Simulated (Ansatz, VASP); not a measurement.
# Lu: VASP beside Ansatz

The input INCAR:

```
SYSTEM = Lu
ALGO = Normal
EDIFF = 1E-7
ENCUT = 520
GGA = PE
ISIF = 2
ISMEAR = -1
LASPH = .TRUE.
LCHARG = .FALSE.
LREAL = .FALSE.
LWAVE = .FALSE.
NBANDS = 44
NELM = 60
PREC = Accurate
SIGMA = 0.05
```

File KPOINTS:

```
k-points
0
G
  10 10 10
  0 0 0
```

File POSCAR:

```
Lu
1.0
    1.6159537418      0.9329713278      7.8769130032
   -1.6159537418      0.9329713278      7.8769130032
    0.0000000000     -1.8659426556      7.8769130032
Lu
3
Direct
    0.0000000000      0.0000000000      0.0000000000
    0.7783086100      0.7783086100      0.7783086100
    0.2216913900      0.2216913900      0.2216913900
```

Input for Ansatz:

```yaml
crystal:
  lattice:
    - [1.6159537418, 0.9329713278, 7.8769130032]
    - [-1.6159537418, 0.9329713278, 7.8769130032]
    - [0.0, -1.8659426556, 7.8769130032]
  atoms:
    - { symbol: Lu, position: [0.0, 0.0, 0.0] }
    - { symbol: Lu, position: [0.77830861, 0.77830861, 0.77830861] }
    - { symbol: Lu, position: [0.22169139, 0.22169139, 0.22169139] }
kpoints:
  mp_grid: { grid: [10, 10, 10] }
scf:
  occupations: { method: fermi_dirac, width: 0.05 }
  lower_state_search: "off"
hamiltonian:
  xc: pbe
  pseudopotentials: { kind: paw }
output:
  forces: true
  stress: true
  eigenvalues: true
  write_density: true
  write_potential: true
  elf: true
  volumetric_format: npy
```

Change from the starting cell: volume scaled by 0.8, no spin polarisation, PAW files.

Alike in both runs: task single point; functional PBE; k mesh 10 × 10 × 10; occupations fermi-dirac, width 0.05 eV; no spin polarisation.

|  | VASP | Ansatz |
| --- | --- | --- |
| version | VASP 6.6.1 | Ansatz 0.2.0 |
| potentials or method | VASP PAW PBE potentials, release 64 (Lu) | PAW with Ansatz's default frozen-core files, scalar-relativistic |
| plane-wave cutoff (eV) | 520 | 420 |
| valence electrons in the cell | 75 | 75 |

VASP gave:

```
pressure (GPa)                                                : 12.4
traceless stress, the component that is largest in VASP (GPa) : -1.52
rms of the force components (eV/Å)                            : 0.055
```

Which values does Ansatz return?

Pressure (GPa): 12.2; traceless stress, the component that is largest in VASP (GPa): -1.53; rms of the force components (eV/Å): 0.054.

Atom by atom the forces differ by 0.000 eV/Å (rms over components).

Spin-orbit coupling is off throughout.
